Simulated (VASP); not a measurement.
# Ga (Fm-3m) in VASP: notebook

The runs below take Ga through single point, relaxation of cell and atoms, with RPBE.

Program: VASP 6.6.1. These are calculated values, not measurements. Logs are shortened: lines on timing, memory, paths and dates and some standing lists are left out, and cuts for length are marked.

## (1) The cell of the first run

Symmetry: Fm-3m, No. 225, cubic system. The conventional cell has a = 4.342 Å, b = 4.342 Å, c = 4.342 Å, α = 90.00°, β = 90.00°, γ = 90.00°. Ga (site symmetry m-3m) has 12 Ga at 3.07 Å within 4.0 Å.

## (2) Single point, RPBE (volume scaled by 1.04)

The input, INCAR:

```
ALGO     = Normal         # electronic algorithm
EDIFF    = 1E-6           # SCF threshold, eV
ENCUT    = 520            # plane-wave cutoff, eV
GGA      = RP             # functional
ISIF     = 2              # what is computed and relaxed
ISMEAR   = -1             # smearing method
LASPH    = T              # aspherical terms in the spheres
LCHARG   = F              # write CHGCAR
LREAL    = F              # projectors in reciprocal space
LWAVE    = F              # write WAVECAR
NBANDS   = 12             # bands
NELM     = 80             # most SCF steps
PREC     = Accurate       # precision mode
SIGMA    = 0.1            # smearing width, eV
```

The input, KPOINTS:

```
k-points
0
Gamma
  14 14 14
```

The input, POSCAR:

```
Ga
1.0
    0.0000000000      2.1712465130      2.1712465130
    2.1712465130      0.0000000000      2.1712465130
    2.1712465130      2.1712465130      0.0000000000
Ga
1
Direct
    0.0000000000      0.0000000000      0.0000000000
```

Potentials or basis: VASP PAW PBE potentials, release 64 (Ga_d).

Run with:

```bash
> cat potpaw_PBE.64/Ga_d/POTCAR > POTCAR
> mpirun -np 1 vasp_std > vasp.out
```

OUTCAR:

```text
EDIFF = 1E-6
   ENCUT = 520
   GGA = RP
   ISIF = 2
   ISMEAR = -1
   LASPH = T
   LREAL = F
   NELM = 80
   PREC = Accurate

 ion  position               nearest neighbor table
   1  0.000  0.000  0.000-

  LATTYP: Found a face centered cubic cell.
 ALAT       =     4.3424930260

  Lattice vectors:

 A1 = (   0.0000000000,   2.1712465130,   2.1712465130)
 A2 = (   2.1712465130,   0.0000000000,   2.1712465130)
 A3 = (   2.1712465130,   2.1712465130,   0.0000000000)

Analysis of symmetry for initial positions (statically):
=====================================================================
 Subroutine PRICEL returns:
 Original cell was already a primitive cell.

 Routine SETGRP: Setting up the symmetry group for a
 face centered cubic supercell.

 Subroutine GETGRP returns: Found 48 space group operations
 (whereof 48 operations were pure point group operations)
 out of a pool of 48 trial point group operations.

The static configuration has the point symmetry O_h .

Analysis of symmetry for dynamics (positions and initial velocities):
=====================================================================
 Subroutine PRICEL returns:
 Original cell was already a primitive cell.

 Routine SETGRP: Setting up the symmetry group for a
 face centered cubic supercell.

 Subroutine GETGRP returns: Found 48 space group operations
 (whereof 48 operations were pure point group operations)
 out of a pool of 48 trial point group operations.

The dynamic configuration has the point symmetry O_h .

 Subroutine INISYM returns: Found 48 space group operations
 (whereof 48 operations are pure point group operations),
 and found     1 'primitive' translations

----------------------------------------------------------------------------------------

                                     Primitive cell

  volume of cell :      20.4719

  direct lattice vectors                    reciprocal lattice vectors
     0.000000000  2.171246513  2.171246513    -0.230282465  0.230282465  0.230282465
     2.171246513  0.000000000  2.171246513     0.230282465 -0.230282465  0.230282465
     2.171246513  2.171246513  0.000000000     0.230282465  0.230282465 -0.230282465

  length of vectors
     3.070606266  3.070606266  3.070606266     0.398860930  0.398860930  0.398860930

  position of ions in fractional coordinates (direct lattice)
     0.000000000  0.000000000  0.000000000

  ion indices of the primitive-cell ions
   primitive index   ion index
                 1           1

----------------------------------------------------------------------------------------

 KPOINTS: k-points

Automatic generation of k-mesh.
 Grid dimensions read from file:
 generate k-points for:   14   14   14

 Generating k-lattice:

  Cartesian coordinates                     Fractional coordinates (reciprocal lattice)
    -0.016448748  0.016448748  0.016448748     0.071428571  0.000000000  0.000000000
     0.016448748 -0.016448748  0.016448748     0.000000000  0.071428571  0.000000000
     0.016448748  0.016448748 -0.016448748     0.000000000  0.000000000  0.071428571

  Length of vectors
     0.028490066  0.028490066  0.028490066

  Shift w.r.t. Gamma in fractional coordinates (k-lattice)
     0.000000000  0.000000000  0.000000000

 Subroutine IBZKPT returns following result:
 ===========================================

 Found    104 irreducible k-points:

 Following reciprocal coordinates:
            Coordinates               Weight
  0.000000  0.000000  0.000000      1.000000
  0.071429  0.000000  0.000000      8.000000
  0.142857  0.000000  0.000000      8.000000
  0.214286  0.000000  0.000000      8.000000
  0.285714  0.000000  0.000000      8.000000
  0.357143  0.000000  0.000000      8.000000
[... 16 lines left out ...]
  0.214286  0.142857  0.000000     24.000000
  0.285714  0.142857  0.000000     24.000000
 [... further k-points ...]
   k-points           NKPTS =    104   k-points in BZ     NKDIM =    104   number of bands    NBANDS=     12
   number of dos      NEDOS =    301   number of ions     NIONS =      1
   total plane-waves  NPLWV =  13824
   dimension x,y,z NGX =    24 NGY =   24 NGZ =   24
   dimension x,y,z NGXF=    48 NGYF=   48 NGZF=   48
   ions per type =               1
   NGX,Y,Z   is equivalent  to a cutoff of  12.99, 12.99, 12.99 a.u.
   NGXF,Y,Z  is equivalent  to a cutoff of  25.99, 25.99, 25.99 a.u.
 SYSTEM =  unknown system
   PREC   = accura    normal or accurate (medium, high low for compatibility)
   ISTART =      0    job   : 0-new  1-cont  2-samecut
   ICHARG =      2    charge: 1-file 2-atom 10-const
   ISPIN  =      1    spin polarized calculation?
   LNONCOLLINEAR =      F non collinear calculations
   LSORBIT =      F    spin-orbit coupling
   LASPH  =      T    aspherical Exc in radial PAW
   ENCUT  =  520.0 eV  38.22 Ry    6.18 a.u.   5.71  5.71  5.71*2*pi/ulx,y,z
   NELM   =     80;   NELMIN=  2; NELMDL= -5     # of ELM steps
   EDIFF  = 0.1E-05   stopping-criterion for ELM
   LREAL  =      F    real-space projection
   EDIFFG = 0.1E-04   stopping-criterion for IOM
   NSW    =      0    number of steps for IOM
   IBRION =     -1    ionic relax: 0-MD 1-quasi-New 2-CG
   NFREE  =      0    steps in history (QN), initial steepest desc. (CG)
   ISIF   =      2    stress and relaxation
   ISYM   =      2    0-nonsym 1-usesym 2-fastsym
   POTIM  = 0.5000    time-step for ionic-motion
   TEBEG  =    0.0;   TEEND  =   0.0 temperature during run
   PSTRESS=    0.0 pullay stress
   NELECT =      13.0000    total number of electrons
   NUPDOWN=      -1.0000    fix difference up-down
   EMIN   =  10.00;   EMAX   =-10.00  energy-range for DOS
   EFERMI =   0.00;   METHOD = LEGACY
   ISMEAR =    -1;   SIGMA  =   0.10  broadening in eV -4-tet -1-fermi 0-gaus
   EFERMI_NEDOS =   21; number of points for ismear=-14 and -15
   IALGO  =     38    algorithm
   IMIX   =      4    mixing-type and parameters
     AMIX     =   0.40;   BMIX     =  1.00
     AMIX_MAG =   1.60;   BMIX_MAG =  1.00
  volume/ion in A,a.u.               =      20.47       138.15
  Fermi-wavevector in a.u.,A,eV,Ry     =   1.407138  2.659106 26.940059  1.980038
  Thomas-Fermi vector in A             =   2.529428
   LORBIT       =      0    0 simple, 1 ext, 2 COOP (PROOUT), +10 PAW based schemes
   GGA     = RP    functional components
   LHFCALC =     F    Hartree Fock is set to
   AEXX    =    0.0000 exact exchange contribution
   IVDW    =     0    specifies the selected vdW correction
   LEPSILON=     F    determine dielectric tensor
   LRPA    =     F    only Hartree local field effects (RPA)
 non-spin polarized calculation
  energy-cutoff  :      520.00
  volume of cell :       20.47
 maximum number of plane-waves:       568
   NGX = 11   NGY = 11   NGZ = 11

 number of electron      12.9999988 magnetization

 Free energy of the ion-electron system (eV)
  ---------------------------------------------------
  ext. energy  EPLUGINS =         0.00000000
  ---------------------------------------------------
  free energy    TOTEN  =        -2.53855696 eV

  energy without entropy =       -2.52321733  energy(sigma->0) =       -2.53088714

 E-fermi :   4.9939     XC(G=0): -10.4919

 val. band max:        4.9856665442   @ k =   0.4286   0.4286   0.0000
 cond. band min:       5.0127287650   @ k =  -0.2857   0.3571   0.0714
 fundamental gap:      0.0270622208
 Fermi energy:         4.9939070195

 k-point     1 :       0.0000    0.0000    0.0000
  band No.  band energies     occupation
      1      -9.9143      2.00000
      2      -9.9143      2.00000
      3      -9.9143      2.00000
      4      -9.8179      2.00000
      5      -9.8179      2.00000
      6      -5.4745      2.00000
      7      16.3617      0.00000
      8      16.3618      0.00000
      9      16.3618      0.00000
     10      20.2903      0.00000
     11      20.2920      0.00000
     12      20.2920      0.00000

 k-point     2 :       0.0714    0.0000    0.0000
  band No.  band energies     occupation
      1      -9.9154      2.00000
      2      -9.9093      2.00000
      3      -9.9093      2.00000
      4      -9.8185      2.00000
      5      -9.8185      2.00000
      6      -5.3511      2.00000
      7      14.9279      0.00000
      8      16.1220      0.00000
      9      16.1220      0.00000
     10      19.1879      0.00000
     11      20.6977      0.00000
     12      20.6977      0.00000

 k-point     3 :       0.1429    0.0000    0.0000
  band No.  band energies     occupation
      1      -9.9197      2.00000
      2      -9.8981      2.00000
      3      -9.8981      2.00000
      4      -9.8177      2.00000
      5      -9.8177      2.00000
      6      -4.9795      2.00000
      7      12.3138      0.00000
      8      15.6164      0.00000
      9      15.6164      0.00000
     10      18.7575      0.00000
     11      21.5320      0.00000
     12      21.5320      0.00000
[... 286 lines left out ...]
 k-point    23 :       0.2143    0.1429    0.0000
  band No.  band energies     occupation
      1      -9.9470      2.00000
      2      -9.8688      2.00000
      3      -9.8632      2.00000
      4      -9.8498      2.00000
      5      -9.7934      2.00000
      6      -4.3585      2.00000
      7      11.6892      0.00000
      8      13.1985      0.00000
      9      14.1832      0.00000
     10      16.7326      0.00000
     11      18.2899      0.00000
     12      23.9976      0.00000

 k-point    24 :       0.2857    0.1429    0.0000
  band No.  band energies     occupation
      1      -9.9512      2.00000
      2      -9.8801      2.00000
      3      -9.8580      2.00000
      4      -9.8339      2.00000
      5      -9.7746      2.00000
      6      -3.6510      2.00000
      7       9.1343      0.00000
      8      12.7242      0.00000
      9      13.5162      0.00000
     10      16.4826      0.00000
     11      18.8487      0.00000
     12      23.7849      0.00000

 [... further k-points ...]
[... 5 lines left out ...]
  --------------------------------------------------------------------------------------
  -------------------------------------------------------------------------------------
  Total       -0.2035547     -0.2035547     -0.2035547     -0.0000000      0.0000000      0.0000000
  in kB      -15.9306783    -15.9306783    -15.9306783     -0.0000000      0.0000000      0.0000000
  external PRESSURE =     -15.9306783 kB  Pullay stress =       0.0000000 kB

 VOLUME and BASIS-vectors are now :
 -----------------------------------------------------------------------------
  energy-cutoff  :      520.00
  volume of cell :       20.47
      direct lattice vectors                 reciprocal lattice vectors
     0.000000000  2.171246513  2.171246513    -0.230282465  0.230282465  0.230282465
     2.171246513  0.000000000  2.171246513     0.230282465 -0.230282465  0.230282465
     2.171246513  2.171246513  0.000000000     0.230282465  0.230282465 -0.230282465

 POSITION                                       TOTAL-FORCE (eV/Angst)
 -----------------------------------------------------------------------------------
      0.00000      0.00000      0.00000        -0.000000     -0.000000     -0.000000
 -----------------------------------------------------------------------------------
    total drift:                               -0.000000      0.000000      0.000000

  FREE ENERGIE OF THE ION-ELECTRON SYSTEM (eV)
  ---------------------------------------------------
  free  energy   TOTEN  =        -2.5385569553 eV

  energy  without entropy=       -2.5232173275  energy(sigma->0) =       -2.53088714
```

Run time: 12 s. Hardware: 1 thread of Intel Xeon 6975P-C, shared host; peak memory 0.15 GiB.

Results:

| Property | Result |
| --- | --- |
| Free energy | -2.5386 eV |
| Pressure | -1.6 GPa |

Levels at points of the mesh, in eV from the Fermi level:
```
           k point  band 3  band 4  band 5  band 6  band 7  band 8  band 9  band 10
(0.00, 0.00, 0.00)  -14.91  -14.81  -14.81  -10.47   11.37   11.37   11.37    15.30
(0.50, 0.00, 0.00)  -14.90  -14.73  -14.73   -4.89   -3.64    9.20    9.20    13.85
(0.50, 0.50, 0.00)  -14.73  -14.71  -14.71   -2.49   -2.31    4.67    4.67     7.96
```

Caveat: the PAW data sets were made with another functional, which shifts forces and pressure a little.

## (3) Single point, RPBE (volume scaled by 1.08)

The input, INCAR:

```
  PREC = Accurate
  ENCUT = 520
  EDIFF = 1E-6
  ISMEAR = -1
  SIGMA = 0.1
  LREAL = F
  LASPH = T
  NELM = 100
  ALGO = Normal
  ISIF = 2
  LWAVE = F
  LCHARG = F
  GGA = RP
  NBANDS = 12
```

The input, KPOINTS:

```
Automatic mesh
0
Gamma
  14 14 14
```

The input, POSCAR:

```
Ga
1.0
    0.0000000000      2.1987335640      2.1987335640
    2.1987335640      0.0000000000      2.1987335640
    2.1987335640      2.1987335640      0.0000000000
Ga
1
Direct
    0.0000000000      0.0000000000      0.0000000000
```

Potentials or basis: VASP PAW PBE potentials, release 64 (Ga_d).

Run with:

```bash
> cat potpaw_PBE.64/Ga_d/POTCAR > POTCAR
> mpirun -np 1 vasp_std > vasp.out
```

OUTCAR:

```text
PREC = Accurate
   ENCUT = 520
   EDIFF = 1E-6
   ISMEAR = -1
   LREAL = F
   LASPH = T
   NELM = 100
   ISIF = 2
   GGA = RP

 ion  position               nearest neighbor table
   1  0.000  0.000  0.000-

  LATTYP: Found a face centered cubic cell.
 ALAT       =     4.3974671280

  Lattice vectors:

 A1 = (   0.0000000000,   2.1987335640,   2.1987335640)
 A2 = (   2.1987335640,   0.0000000000,   2.1987335640)
 A3 = (   2.1987335640,   2.1987335640,   0.0000000000)

Analysis of symmetry for initial positions (statically):
=====================================================================
 Subroutine PRICEL returns:
 Original cell was already a primitive cell.

 Routine SETGRP: Setting up the symmetry group for a
 face centered cubic supercell.

 Subroutine GETGRP returns: Found 48 space group operations
 (whereof 48 operations were pure point group operations)
 out of a pool of 48 trial point group operations.

The static configuration has the point symmetry O_h .

Analysis of symmetry for dynamics (positions and initial velocities):
=====================================================================
 Subroutine PRICEL returns:
 Original cell was already a primitive cell.

 Routine SETGRP: Setting up the symmetry group for a
 face centered cubic supercell.

 Subroutine GETGRP returns: Found 48 space group operations
 (whereof 48 operations were pure point group operations)
 out of a pool of 48 trial point group operations.

The dynamic configuration has the point symmetry O_h .

 Subroutine INISYM returns: Found 48 space group operations
 (whereof 48 operations are pure point group operations),
 and found     1 'primitive' translations

----------------------------------------------------------------------------------------

                                     Primitive cell

  volume of cell :      21.2592

[... 106 lines left out ...]
     AMIX_MAG =   1.60;   BMIX_MAG =  1.00
  volume/ion in A,a.u.               =      21.26       143.46
  Fermi-wavevector in a.u.,A,eV,Ry     =   1.389547  2.625864 26.270697  1.930842
  Thomas-Fermi vector in A             =   2.513568
   LORBIT       =      0    0 simple, 1 ext, 2 COOP (PROOUT), +10 PAW based schemes
   GGA     = RP    functional components
   LHFCALC =     F    Hartree Fock is set to
   AEXX    =    0.0000 exact exchange contribution
   IVDW    =     0    specifies the selected vdW correction
   LEPSILON=     F    determine dielectric tensor
   LRPA    =     F    only Hartree local field effects (RPA)
 non-spin polarized calculation
  energy-cutoff  :      520.00
  volume of cell :       21.26
 maximum number of plane-waves:       588
   NGX = 11   NGY = 11   NGZ = 11

 number of electron      13.0000000 magnetization

 Free energy of the ion-electron system (eV)
  ---------------------------------------------------
  ext. energy  EPLUGINS =         0.00000000
  ---------------------------------------------------
  free energy    TOTEN  =        -2.52788016 eV

  energy without entropy =       -2.51149938  energy(sigma->0) =       -2.51968977

 E-fermi :   4.6615     XC(G=0): -10.3118

 val. band max:        4.6204338346   @ k =   0.4286   0.4286   0.0000
 cond. band min:       4.6876645835   @ k =  -0.2857   0.3571   0.0714
 fundamental gap:      0.0672307489
 Fermi energy:         4.6615381200

 k-point     1 :       0.0000    0.0000    0.0000
  band No.  band energies     occupation
      1     -10.2120      2.00000
      2     -10.2120      2.00000
      3     -10.2120      2.00000
      4     -10.1248      2.00000
      5     -10.1248      2.00000
      6      -5.5294      2.00000
      7      15.6535      0.00000
      8      15.6536      0.00000
      9      15.6536      0.00000
     10      19.6622      0.00000
     11      19.6622      0.00000
     12      19.6623      0.00000
[... 331 lines left out ...]
 k-point    24 :       0.2857    0.1429    0.0000
  band No.  band energies     occupation
      1     -10.2445      2.00000
      2     -10.1806      2.00000
      3     -10.1608      2.00000
      4     -10.1383      2.00000
      5     -10.0853      2.00000
      6      -3.7597      2.00000
      7       8.6854      0.00000
      8      12.1869      0.00000
      9      12.8947      0.00000
     10      15.9776      0.00000
     11      18.2345      0.00000
     12      22.9785      0.00000

 [... further k-points ...]
[... 5 lines left out ...]
  --------------------------------------------------------------------------------------
  -------------------------------------------------------------------------------------
  Total       -0.3703493     -0.3703493     -0.3703493      0.0000000      0.0000000     -0.0000000
  in kB      -27.9109266    -27.9109266    -27.9109266      0.0000000      0.0000000     -0.0000000
  external PRESSURE =     -27.9109266 kB  Pullay stress =       0.0000000 kB

 VOLUME and BASIS-vectors are now :
 -----------------------------------------------------------------------------
  energy-cutoff  :      520.00
  volume of cell :       21.26
      direct lattice vectors                 reciprocal lattice vectors
     0.000000000  2.198733564  2.198733564    -0.227403633  0.227403633  0.227403633
     2.198733564  0.000000000  2.198733564     0.227403633 -0.227403633  0.227403633
     2.198733564  2.198733564  0.000000000     0.227403633  0.227403633 -0.227403633

 POSITION                                       TOTAL-FORCE (eV/Angst)
 -----------------------------------------------------------------------------------
      0.00000      0.00000      0.00000         0.000000     -0.000000      0.000000
 -----------------------------------------------------------------------------------
    total drift:                               -0.000000      0.000000     -0.000000

  FREE ENERGIE OF THE ION-ELECTRON SYSTEM (eV)
  ---------------------------------------------------
  free  energy   TOTEN  =        -2.5278801624 eV

  energy  without entropy=       -2.5114993820  energy(sigma->0) =       -2.51968977
```

stdout:

```text
POSCAR found type information on POSCAR Ga
 POSCAR found :  1 types and       1 ions
 scaLAPACK will be used
 -----------------------------------------------------------------------------
|                                                                             |
|                                                                             |
|     You enforced a specific xc type in the INCAR file but a different       |
|     I HOPE YOU KNOW WHAT YOU ARE DOING!                                     |
|                                                                             |
 -----------------------------------------------------------------------------

 LDA part: xc-table for (Slater+PW92), standard interpolation
 POSCAR, INCAR and KPOINTS ok, starting setup
 FFT: planning ... GRIDC
 FFT: planning ... GRID_SOFT
 FFT: planning ... GRID
 WAVECAR not read
 entering main loop
```

Wall time 13 s (1 thread of Intel Xeon 6975P-C, shared host); peak memory 0.15 GiB.

What came out:

```yaml
Free_energy: -2.5279 eV
Pressure: -2.8 GPa
```

Caveat: the PAW data sets were made with another functional, which shifts forces and pressure a little.

[end of part 1 of 2]
